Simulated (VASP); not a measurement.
Runs of VASP 6.6.1 on Nd4S. The structure is that of space group Im-3m (No. 229), or close to it. The cells are those of the table. The cell was generated, and may not be a known phase.

```tsv
task	cell	k mesh	gap on the mesh (eV)	pressure (GPa)	relaxed volume (Å³/atom)
single point	a = 5.552 Å, angles 109.5°, 5 atoms	4 × 4 × 4	none	11.6	-
single point	a = 5.884 Å, angles 109.5°, 5 atoms	8 × 8 × 8	none	0.0	-
relaxation of cell and atoms	relaxed from a = 5.873 Å, angles 109.5°, 5 atoms	8 × 8 × 8	none	0.0	31.39
relaxation of cell and atoms	relaxed from a = 5.552 Å, angles 109.5°, 5 atoms	4 × 4 × 4	none	0.0	31.45
single point	a = 5.873 Å, angles 109.5°, 5 atoms	4 × 4 × 4	none	(a)	-
```

Alike in all rows: level PBE; potentials or basis VASP PAW PBE potentials, release 64 (Nd_3, S), 4f in core; no spin polarisation; smearing gaussian 0.1 eV.

Question: Fill in the values left out.

Answer: (a) 0.4.

Caveats: spin-orbit coupling is left out, which moves the levels of the heavy elements; the 4f electrons are frozen in the core, so they carry no moment and show no levels; the run has no spin polarisation, though such a crystal can be magnetic; the cell stands under pressure (at least some runs); the volume moved by over 15 % at a fixed basis, so the end points are rough (at least some runs).

A k mesh can miss the band edges, and the runs leave out spin-orbit coupling on Nd.

A gap of «none» marks levels without a gap at the run's occupations.
